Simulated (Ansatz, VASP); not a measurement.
AlRu in VASP and in Ansatz

```
Al Ru
1.0
     2.99160    0.00000    0.00000
     0.00000    2.99160    0.00000
     0.00000    0.00000    2.99160
Al Ru
1 1
Direct
  0.85818 0.85818 0.89972
  0.50000 0.50000 0.50000
```

Alike in both runs: task single point; functional r2SCAN; k mesh 16 × 16 × 16; occupations gaussian, width 0.15 eV; no spin polarisation.

```csv
,VASP,Ansatz
version,VASP 6.6.1,Ansatz 0.2.0
potentials or method,"VASP PAW PBE potentials, release 64 (Al, Ru_pv), cutoff 520 eV","scalar-relativistic, plane waves, PAW"
valence electrons in the cell,17,19
```

VASP gave:

```
gap on the k mesh at the Fermi level (eV) : none
rms of the force components (eV/Å)        : 6.508
```

Task: What did Ansatz give for the same quantities?

Result: gap on the k mesh at the Fermi level (eV): none; rms of the force components (eV/Å): 6.407.

VASP's potentials were made for PBE, not for r2SCAN. Atom by atom the forces differ by 0.101 eV/Å (rms over components). A gap of «none» marks a metal or a gap that the smearing closes. With one functional, cell and mesh, what is left measures potentials, basis and numerics. VASP's potentials hold 17 valence electrons a cell and Ansatz's 19, so a difference there can come from the potentials and not from the codes.
